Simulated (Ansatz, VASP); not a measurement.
**SnO2 in VASP and in Ansatz**

```
CELL_PARAMETERS angstrom
4.67397 0.00000 0.00000
0.00000 4.67397 0.00000
0.00000 0.00000 3.14343
ATOMIC_POSITIONS crystal
Sn 0.00000 0.00000 0.00000
Sn 0.50000 0.50000 0.50000
O 0.30462 0.30462 0.00000
O 0.19538 0.80462 0.50000
O 0.69538 0.69538 0.00000
O 0.80462 0.19538 0.50000
```

Change from the starting cell: volume scaled by 0.96, ions relaxed.

Alike in both runs: functional PBE; k mesh 7 × 7 × 9; occupations fermi-dirac, width 0.02 eV; no spin polarisation.

Ansatz relaxed the structure, and its values are those at the end. VASP's run is a single point on that final structure, the one shown.

```csv
,VASP,Ansatz
version,VASP 6.6.1,Ansatz 0.2.0
potentials or method,"VASP PAW PBE potentials, release 64 (Sn_d, O)","plane-wave PAW, scalar-relativistic"
plane-wave cutoff (eV),520,420
valence electrons in the cell,52,52
```

Ansatz gave:

```
gap on the k mesh at the Fermi level (eV) : 1.72
pressure (GPa)                            : 21.0
rms of the force components (eV/Å)        : 0.000
```

Q: What did VASP give for the same quantities?

A: gap on the k mesh at the Fermi level (eV): 1.71; pressure (GPa): 21.7; rms of the force components (eV/Å): 0.008.

The functional is the same, so the differences come from potentials, cutoffs and numerics. Ansatz's warnings: stress scf threshold loose.
